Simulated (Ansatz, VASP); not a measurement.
# One calculation of YSiF3, two programs

```xyz
10
Lattice="5.5475 0.0000 0.0000 0.0000 5.5475 0.0000 0.0000 0.0000 3.9227" Properties=species:S:1:pos:R:3 pbc="T T T"
Y     0.0000    2.7738    1.9613
Y     2.7738    0.0000    1.9613
Si    2.7738    2.7738    0.0000
Si    0.0000    0.0000    0.0000
F     4.2844    1.5107    0.0000
F     4.0369    4.2844    0.0000
F     2.7738    2.7738    1.9613
F     1.2631    4.0369    0.0000
F     1.5107    1.2631    0.0000
F     0.0000    0.0000    1.9613
```

Alike in both runs: task relaxation of cell and atoms; functional PBE; k mesh 4 × 4 × 4; occupations gaussian, width 0.1 eV; no spin polarisation.

```csv
,VASP,Ansatz
version,VASP 6.6.1,Ansatz 0.2.0
potentials or method,"VASP PAW PBE potentials, release 64 (Y_sv, Si, F), cutoff 600 eV","scalar-relativistic, plane waves, PAW"
valence electrons in the cell,72,72
```

Ansatz gave:

| Item | Value |
| --- | --- |
| gap on the k mesh at the Fermi level, each at its own relaxed structure (eV) | none |
| relaxed volume (Å³/atom) | 23.22 |
| relaxed length of the cell vector where the two differ most in proportion (Å) | 7.900 |

Question: Which values does VASP return?

Answer: gap on the k mesh at the Fermi level, each at its own relaxed structure (eV): none; relaxed volume (Å³/atom): 17.97; relaxed length of the cell vector where the two differ most in proportion (Å): 6.820.

A gap of «none» marks a metal or a gap that the smearing closes. One of these differences is far larger than is usual between the two programs; its cause wasn't traced.

The k mesh is coarse, so the values compare programs but aren't converged. Noted on VASP's run: the volume moved by over 15 % at a fixed basis, so the end points are rough.
